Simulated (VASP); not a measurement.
A run of VASP 6.6.1 is set up as follows.

File INCAR:

```
  ALGO = Normal
  EDIFF = 1E-6
  ENCUT = 700
  GGA_COMPAT = False
  ISIF = 2
  ISMEAR = -1
  LASPH = True
  LCHARG = True
  LDAU = True
  LDAUJ = 0 0
  LDAUL = 2 -1
  LDAUPRINT = 1
  LDAUTYPE = 2
  LDAUU = 2 0
  LELF = True
  LMAXMIX = 4
  LREAL = False
  LVHAR = True
  LWAVE = False
  NBANDS = 33
  NELM = 200
  PREC = Accurate
  SIGMA = 0.05
```

The input KPOINTS:

```
k-points
0
Gamma
  10 10 6
```

The input POSCAR:

```
CuO
1.0
    3.1795331000      0.0000000000      0.0000000000
   -1.5897665500      2.7535564400      0.0000000000
    0.0000000000      0.0000000000      4.4314907300
Cu O
2 2
Direct
    0.0000000000      0.0000000000      0.0000000000
    0.0000000000      0.0000000000      0.5000000000
    0.3333333333      0.6666666667      0.2500000000
    0.6666666667      0.3333333333      0.7500000000
```

Potentials or basis: VASP PAW LDA potentials, release 64 (Cu_sv_GW, O).

Launch:

```console
$ cat potpaw_LDA.64/Cu_sv_GW/POTCAR potpaw_LDA.64/O/POTCAR > POTCAR
$ mpirun -np 1 vasp_std > vasp.out
```

What does it give for the band gap on the k mesh?

Zero (band 25 reaches 5.72 eV, above the bottom of band 26 at 4.58 eV).

What does it give for the pressure?

-13.3 GPa.

Stress tensor (GPa, compression positive):
```
-27.75   0.00   0.00
  0.00 -27.75   0.00
  0.00   0.00  15.52
```

Caveat: U without spin polarisation on a metal has little footing.
